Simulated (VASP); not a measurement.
## SiTe3: relaxation of cell and atoms with PBE

The system is SiTe3.

```
Si Te
1.0
     6.92068    0.00000    0.00000
    -3.46034    5.99348    0.00000
     0.00000    0.00000    5.55491
Si Te
2 6
Direct
  0.33333 0.66667 0.25000
  0.66667 0.33333 0.75000
  0.83300 0.66600 0.25000
  0.16700 0.83300 0.75000
  0.33400 0.16700 0.25000
  0.16700 0.33400 0.75000
  0.83300 0.16700 0.25000
  0.66600 0.83300 0.75000
```

```
Program                : VASP 6.6.1
Task                   : relaxation of cell and atoms
Functional             : PBE
Potentials or basis    : VASP PAW PBE potentials, release 64 (Si, Te)
Cutoff                 : 600 eV
k mesh                 : 3 × 3 × 4
Occupations            : gaussian, width 0.1 eV
Spin                   : no spin polarisation
Dipole correction      : no
Further INCAR settings : ALGO = Normal; EDIFF = 1e-06; IBRION = 2; EDIFFG = -0.04; NSW = 90; ISIF = 3
```

```
Relaxed volume                        : 28.83 Å³/atom
Relaxed cell                          : a = 8.361 Å, b = 8.361 Å, c = 3.809 Å, α = 90.00°, β = 90.00°, γ = 120.00°
Space group after relaxing (to 0.1 Å) : P6_3/mmc (No. 194)
Energy gained by relaxing             : 339.0 meV/atom
Ionic steps                           : 37
Pressure after relaxing               : 0.1 GPa
Largest force after relaxing          : 0.027 eV/Å
Band gap on the k mesh                : zero (bands 22 and 23 overlap by 1.23 eV)
```

Forces on the atoms (eV/Å):
```
Si   0.000  0.000  0.000
Si   0.000  0.000  0.000
Te   0.000  0.027  0.000
Te  -0.024  0.014  0.000
Te  -0.024 -0.014  0.000
Te   0.000 -0.027  0.000
Te   0.024 -0.014  0.000
Te   0.024  0.014  0.000
```

The path:
```tsv
step	energy change (eV)	largest force (eV/Å)	pressure (GPa)	volume (Å³)
1	0.0000	0.6299	-4.83	230.41
2	-0.6438	0.5113	0.93	202.57
3	-0.6447	0.5058	1.19	201.73
4	-0.7956	0.3050	1.26	202.25
5	-0.8293	0.2020	1.44	202.50
6	-0.8366	0.1575	1.44	202.57
7	-0.8635	0.0843	1.53	202.69
8	-0.9150	0.0056	2.01	202.75
9	-0.9507	0.4094	4.09	202.20
10	-1.0909	1.6313	10.74	198.23
11	-1.1721	1.1436	7.06	200.58
12	-1.1648	1.4840	9.14	199.28
13	-1.2072	1.4745	9.04	199.85
14	-1.3193	1.4484	8.94	201.51
15	-1.4722	1.4602	8.84	204.70
16	-1.4517	1.7660	9.46	210.48
17	-1.5226	1.5760	9.08	208.20
18	-1.6714	1.4475	8.06	210.39
19	-2.0301	1.1031	5.34	217.06
20	-2.4032	0.5587	1.02	230.81
21	-2.4440	0.4014	-0.39	236.64
22	-2.4453	0.3738	-0.67	237.90
23	-2.4661	0.3798	-0.62	237.56
24	-2.5261	0.4124	-0.43	236.52
25	-2.6222	0.3870	0.04	234.36
26	-2.6387	0.0794	1.16	229.77
27	-2.6714	0.2755	0.58	232.17
28	-2.6731	0.2118	0.76	231.41
29	-2.6737	0.2313	0.70	231.64
30	-2.6896	0.0923	0.00	234.03
31	-2.6901	0.0632	-0.16	234.57
32	-2.6983	0.0634	-0.22	234.25
33	-2.7065	0.0567	-0.36	233.50
34	-2.7068	0.0538	-0.39	233.37
35	-2.7108	0.0541	0.13	230.46
36	-2.7108	0.0544	0.10	230.61
37	-2.7119	0.0273	0.06	230.61
```

Final structure:
```cif
data_structure
_symmetry_space_group_name_H-M 'P 1'
_symmetry_Int_Tables_number 1
_cell_length_a 8.3607
_cell_length_b 8.3607
_cell_length_c 3.8095
_cell_angle_alpha 90.000
_cell_angle_beta 90.000
_cell_angle_gamma 120.000
_cell_volume 230.61
loop_
_atom_site_label
_atom_site_type_symbol
_atom_site_fract_x
_atom_site_fract_y
_atom_site_fract_z
_atom_site_occupancy
Si1 Si 0.33333 0.66667 0.25000 1
Si2 Si 0.66667 0.33333 0.75000 1
Te1 Te 0.81133 0.62267 0.25000 1
Te2 Te 0.18867 0.81133 0.75000 1
Te3 Te 0.37733 0.18867 0.25000 1
Te4 Te 0.18867 0.37733 0.75000 1
Te5 Te 0.81133 0.18867 0.25000 1
Te6 Te 0.62267 0.81133 0.75000 1
```

Levels at points of the mesh, in eV from the Fermi level:
```
           k point  band 20  band 21  band 22  band 23  band 24  band 25
(0.00, 0.00, 0.00)    -0.98     0.07     0.07     0.36     0.36     0.70
(0.00, 0.00, 0.50)    -1.12    -0.51    -0.51    -0.51    -0.51    -0.02
```

It took 37 min on 1 thread of AMD EPYC 7R43 64-Core Processor (Zen 3), on a shared host, peak memory 0.4 GiB.

Caveat: a cell axis changed by over 15 % at a fixed basis, so the end point is rough; spin-orbit coupling is left out, which moves the levels of the heavy elements.
